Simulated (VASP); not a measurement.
# TaN (P1) in VASP: relaxation of the atoms with PBE

Aim: the relaxation of the atoms of TaN with PBE.

Everything below comes from runs of VASP 6.6.1. Logs are shortened: lines on timing, memory, paths and dates and some standing lists are left out, and cuts for length are marked.

### 1 The cell of the first run

The typed cell holds 2 atoms: a = 2.950 Å, b = 2.950 Å, c = 2.898 Å, α = 90.00°, β = 90.00°, γ = 120.00°.

### 2 Relaxation of the atoms, PBE

The input, INCAR:

```
PREC = Accurate
ENCUT = 520
EDIFF = 1E-7
ISMEAR = 0
SIGMA = 0.15
LREAL = F
LASPH = T
NELM = 100
ALGO = Fast
ISIF = 2
LWAVE = F
LCHARG = F
GGA = PE
IBRION = 2
NSW = 100
EDIFFG = -0.01
```

The input, KPOINTS:

```
Automatic mesh
0
Gamma
  12 12 12
```

The input, POSCAR:

```
TaN
1.0
    2.9501846796      0.0000000000      0.0000000000
   -1.4750923398      2.5549348784      0.0000000000
    0.0000000000      0.0000000000      2.8977716012
Ta N
1 1
Direct
    0.2619508897      0.4839348890      0.4784720744
    0.0713824436      0.1827317777      0.0215279256
```

Potentials or basis: VASP PAW PBE potentials, release 64 (Ta_pv, N).

Run with:

```console
cat potpaw_PBE.64/Ta_pv/POTCAR potpaw_PBE.64/N/POTCAR > POTCAR
mpirun -np 1 vasp_std > vasp.out
```

OUTCAR:

```text
PREC = Accurate
   ENCUT = 520
   EDIFF = 1E-7
   ISMEAR = 0
   LREAL = F
   LASPH = T
   NELM = 100
   ISIF = 2
   GGA = PE
   IBRION = 2
   NSW = 100
   EDIFFG = -0.01

 ion  position               nearest neighbor table
   1  0.262  0.484  0.478-   2 1.54   2 1.76   2 2.60
   2  0.071  0.183  0.022-   1 1.54   1 1.76   1 2.60

  LATTYP: Found a hexagonal cell.
 ALAT       =     2.9501846796
 C/A-ratio  =     0.9822339670

  Lattice vectors:

 A1 = (   2.9501846796,   0.0000000000,   0.0000000000)
 A2 = (  -1.4750923398,   2.5549348784,   0.0000000000)
 A3 = (   0.0000000000,   0.0000000000,   2.8977716012)

Analysis of symmetry for initial positions (statically):
=====================================================================
 Subroutine PRICEL returns:
 Original cell was already a primitive cell.

 Routine SETGRP: Setting up the symmetry group for a
 hexagonal supercell.

 Subroutine GETGRP returns: Found  1 space group operations
 (whereof  1 operations were pure point group operations)
 out of a pool of 24 trial point group operations.

The static configuration has the point symmetry C_1 .

Analysis of symmetry for dynamics (positions and initial velocities):
=====================================================================
 Subroutine PRICEL returns:
 Original cell was already a primitive cell.

 Routine SETGRP: Setting up the symmetry group for a
 hexagonal supercell.

 Subroutine GETGRP returns: Found  1 space group operations
 (whereof  1 operations were pure point group operations)
 out of a pool of 24 trial point group operations.

The dynamic configuration has the point symmetry C_1 .

 Subroutine INISYM returns: Found  1 space group operations
 (whereof  1 operations are pure point group operations),
 and found     1 'primitive' translations

----------------------------------------------------------------------------------------

                                     Primitive cell

  volume of cell :      21.8420

  direct lattice vectors                    reciprocal lattice vectors
     2.950184680  0.000000000  0.000000000     0.338961831  0.195699704  0.000000000
    -1.475092340  2.554934878  0.000000000     0.000000000  0.391399408  0.000000000
     0.000000000  0.000000000  2.897771601     0.000000000  0.000000000  0.345092760

  length of vectors
     2.950184680  2.950184680  2.897771601     0.391399408  0.391399408  0.345092760

  position of ions in fractional coordinates (direct lattice)
[... 116 lines left out ...]
 maximum number of plane-waves:       611
 NGX is ok and might be reduce to    24
   NGX = 11   NGY = 11   NGZ = 11

--------------------------------------- Ionic step        1  -------------------------------------------

 number of electron      15.9999999 magnetization

 Free energy of the ion-electron system (eV)
  ---------------------------------------------------
  ext. energy  EPLUGINS =         0.00000000
  ---------------------------------------------------
  free energy    TOTEN  =       -15.36242460 eV

  energy without entropy =      -15.35307787  energy(sigma->0) =      -15.35775123

------------------------ aborting loop because EDIFF is reached ----------------------------------------

  FORCE on cell =-STRESS in cart. coord.  units (eV):
  Direction    XX          YY          ZZ          XY          YZ          ZX
  --------------------------------------------------------------------------------------
  -------------------------------------------------------------------------------------
  Total        3.6203119     16.6391586     46.1307964      1.0310634     10.1496440      1.6318831
  in kB      265.5604436   1220.5308312   3383.8285053     75.6315105    744.5060006    119.7033891
  external PRESSURE =    1623.3065934 kB  Pullay stress =       0.0000000 kB
[... 89 lines left out ...]
  FREE ENERGIE OF THE ION-ELECTRON SYSTEM (eV)
  ---------------------------------------------------
  free  energy   TOTEN  =       -20.1796781584 eV

  energy  without entropy=      -20.1742396243  energy(sigma->0) =      -20.17695889

[... ionic steps 4 to 11 ...]

--------------------------------------- Ionic step       12  -------------------------------------------

 number of electron      16.0000001 magnetization

------------------------ aborting loop because EDIFF is reached ----------------------------------------
[... 67 lines left out ...]
--------------------------------------- Ionic step       14  -------------------------------------------

 number of electron      16.0000001 magnetization

 Free energy of the ion-electron system (eV)
  ---------------------------------------------------
  ext. energy  EPLUGINS =         0.00000000
  ---------------------------------------------------
  free energy    TOTEN  =       -22.44675465 eV

  energy without entropy =      -22.44604156  energy(sigma->0) =      -22.44639810

 E-fermi :   8.1528     XC(G=0): -13.2725

 val. band max:        8.0877636052   @ k =   0.0000   0.0000   0.4167
 cond. band min:       8.2384109748   @ k =   0.3333   0.3333   0.0000
 fundamental gap:      0.1506473697
 Fermi energy:         8.1527738036

 k-point     1 :       0.0000    0.0000    0.0000
  band No.  band energies     occupation
      1     -26.7754      2.00000
      2     -26.5152      2.00000
      3     -26.5152      2.00000
      4      -9.5637      2.00000
      5       3.6165      2.00000
      6       3.6166      2.00000
      7       3.9646      2.00000
      8       5.1979      2.00000
      9      10.2329      0.00000
     10      11.6313      0.00000
     11      11.6320      0.00000
     12      12.0400      0.00000
[... 331 lines left out ...]
 k-point    24 :      -0.0833    0.2500    0.0000
  band No.  band energies     occupation
      1     -26.9244      2.00000
      2     -26.7203      2.00000
      3     -26.6206      2.00000
      4      -8.6961      2.00000
      5       1.7201      2.00000
      6       4.1397      2.00000
      7       4.1511      2.00000
      8       4.9664      2.00000
      9      10.1846      0.00000
     10      11.4608      0.00000
     11      12.0183      0.00000
     12      12.8549      0.00000

 [... further k-points ...]

------------------------ aborting loop because EDIFF is reached ----------------------------------------

  FORCE on cell =-STRESS in cart. coord.  units (eV):
  Direction    XX          YY          ZZ          XY          YZ          ZX
  --------------------------------------------------------------------------------------
  -------------------------------------------------------------------------------------
  Total        0.0798860      0.0797546      0.1104677     -0.0000403     -0.0000392     -0.0000067
  in kB        5.8598747      5.8502343      8.1031275     -0.0029574     -0.0028790     -0.0004943
  external PRESSURE =       6.6044122 kB  Pullay stress =       0.0000000 kB
[... 17 lines left out ...]
  FREE ENERGIE OF THE ION-ELECTRON SYSTEM (eV)
  ---------------------------------------------------
  free  energy   TOTEN  =       -22.4467546507 eV

  energy  without entropy=      -22.4460415591  energy(sigma->0) =      -22.44639810

 reached required accuracy - stopping structural energy minimisation
```

OSZICAR:

```text
N       E                     dE             d eps       ncg     rms          rms(c)
DAV:   1     0.995723050840E+02    0.99572E+02   -0.91111E+03 20832   0.137E+03
DAV:   2    -0.155770524102E+02   -0.11515E+03   -0.10857E+03 24056   0.348E+02
DAV:   3    -0.192525000952E+02   -0.36754E+01   -0.36216E+01 25096   0.612E+01
[... 173 lines left out ...]
RMM:   2    -0.224467512116E+02   -0.35013E-04   -0.41147E-04 21351   0.236E-01    0.951E-03
RMM:   3    -0.224467541267E+02   -0.29150E-05   -0.45136E-05 20950   0.801E-02    0.419E-03
RMM:   4    -0.224467545557E+02   -0.42906E-06   -0.55759E-06 22197   0.265E-02    0.218E-03
RMM:   5    -0.224467546357E+02   -0.79950E-07   -0.10209E-06 19359   0.113E-02    0.102E-03
RMM:   6    -0.224467546507E+02   -0.15030E-07   -0.15662E-07 14860   0.430E-03
  14 F= -.22446755E+02 E0= -.22446398E+02  d E =-.455912E-04
```

Run time: 38 min. Hardware: 1 thread of Oxide Virtual Turin-like, shared host; peak memory 0.37 GiB.

Results:

| Quantity | Value |
| --- | --- |
| Free energy | -22.4468 eV |
| Pressure after relaxing | 0.7 GPa |
| Band gap on the k mesh | zero (bands 8 and 9 overlap by 0.31 eV) |

Final structure:
```yaml
crystal:
  lattice:
    - [2.95018, 0.00000, 0.00000]
    - [-1.47509, 2.55493, 0.00000]
    - [0.00000, 0.00000, 2.89777]
  atoms:
    - { symbol: Ta, position: [0.33333, 0.66667, 0.49999] }
    - { symbol: N, position: [0.00001, 0.99999, 0.00001] }
```

Caveat: spin-orbit coupling is left out, which moves the levels of the heavy elements.

The gap in the log of VASP goes by the Fermi energy; the results here count the filled bands.